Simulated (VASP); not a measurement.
A run of VASP 6.6.1 is set up as follows.

File INCAR:

```
SYSTEM = Ge
PREC = Accurate
ENCUT = 600
EDIFF = 1E-7
ISMEAR = 0
SIGMA = 0.1
LREAL = .False.
LASPH = .True.
NELM = 100
ALGO = Normal
ISIF = 3
LWAVE = .False.
LCHARG = .False.
GGA = PE
IBRION = 2
NSW = 90
EDIFFG = -0.04
```

File KPOINTS:

```
regular mesh
0
Gamma
  6 6 6
  0 0 0
```

Contents of POSCAR:

```
Ge
1.0
   -1.8452277143      1.8452277143      1.8452277143
    1.8452277143     -1.8452277143      1.8452277143
    1.8452277143      1.8452277143     -1.8452277143
Ge
1
Direct
    0.0000000000      0.0000000000      0.0000000000
```

Potentials or basis: VASP PAW PBE potentials, release 64 (Ge_d).

Launch:

```sh
$ cat potpaw_PBE.64/Ge_d/POTCAR > POTCAR
$ mpirun -np 1 vasp_std > vasp.out
```

(1) Predict the relaxed cell.

(2) Predict the space group after relaxing (to 0.05 Å).

(3) What does it give for the band gap on the k mesh?

(4) Estimate the relaxed volume.

## Answers

(1) a = 2.926 Å, b = 2.926 Å, c = 2.926 Å, α = 109.47°, β = 109.47°, γ = 109.47°.

(2) Im-3m (No. 229).

(3) zero (band 7 reaches 15.48 eV, above the bottom of band 8 at 3.61 eV).

(4) 19.29 Å³/atom.

Caveat: the k points lie up to 0.44 Å⁻¹ apart in the final cell; the volume moved by over 15 % at a fixed basis, so the end points are rough.
